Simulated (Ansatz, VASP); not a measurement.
**One calculation of SnO, two programs**

INCAR

```
ALGO     = Normal         # electronic algorithm
EDIFF    = 1E-6           # SCF threshold, eV
ENCUT    = 520            # plane-wave cutoff, eV
GGA      = PS             # functional
ISIF     = 2              # what is computed and relaxed
ISMEAR   = 0              # smearing method
IVDW     = 12             # dispersion correction
LASPH    = True           # aspherical terms in the spheres
LCHARG   = True           # write CHGCAR
LELF     = True           # ELF
LREAL    = False          # projectors in reciprocal space
LVHAR    = True         
LWAVE    = False          # write WAVECAR
NBANDS   = 28             # bands
NELM     = 100            # most SCF steps
PREC     = Accurate       # precision mode
SIGMA    = 0.15           # smearing width, eV
```

KPOINTS

```
k-points
0
Gamma
  12 12 10
```

POSCAR

```
SnO
1.0
    3.9921000000      0.0000000000      0.0000000000
    0.0000000000      3.9921000000      0.0000000000
    0.0000000000      0.0000000000      4.8360000000
Sn O
2 2
Direct
    0.0000000000      0.5000000000      0.2385000000
    0.5000000000      0.0000000000      0.7615000000
    0.0000000000      0.0000000000      0.0000000000
    0.5000000000      0.5000000000      0.0000000000
```

Input for Ansatz:

```yaml
crystal:
  lattice:
    - [3.9921, 0.0, 0.0]
    - [0.0, 3.9921, 0.0]
    - [0.0, 0.0, 4.836]
  atoms:
    - { symbol: Sn, position: [0.0, 0.5, 0.2385] }
    - { symbol: Sn, position: [0.5, 0.0, 0.7615] }
    - { symbol: O, position: [0.0, 0.0, 0.0] }
    - { symbol: O, position: [0.5, 0.5, 0.0] }
basis:
  ecutwfc: 420
kpoints:
  mp_grid: { grid: [12, 12, 10] }
hamiltonian:
  xc: pbesol
  dispersion: d3bj
scf:
  occupations: { method: gaussian, width: 0.15 }
output:
  forces: true
  stress: true
  eigenvalues: true
```

Change from the starting cell: strain +0.050 along x and y, +0.000 along z, atoms carried along.

Alike in both runs: task single point; functional PBEsol; dispersion D3(BJ); k mesh 12 × 12 × 10; occupations gaussian, width 0.15 eV; no spin polarisation.

|  | VASP | Ansatz |
| --- | --- | --- |
| version | VASP 6.6.1 | Ansatz 0.2.0 |
| potentials or method | VASP PAW PBE potentials, release 64 (Sn_d, O), cutoff 520 eV | scalar-relativistic, plane waves, PAW |
| valence electrons in the cell | 40 | 40 |

```tsv
	VASP	Ansatz	Ansatz less VASP
gap on the k mesh at the Fermi level (eV)	0.51	0.51	-0.006
least direct gap on the mesh (eV)	1.89	1.93	+0.032
pressure (GPa)	-9.6	-9.7	-0.13
traceless stress, the component that is largest in VASP (GPa)	3.01	3.01	+0.001
rms of the force components (eV/Å)	0.332	0.357	+0.0254
```

VASP's potentials were made for PBE, not for PBEsol. Atom by atom the forces differ by 0.025 eV/Å (rms over components).
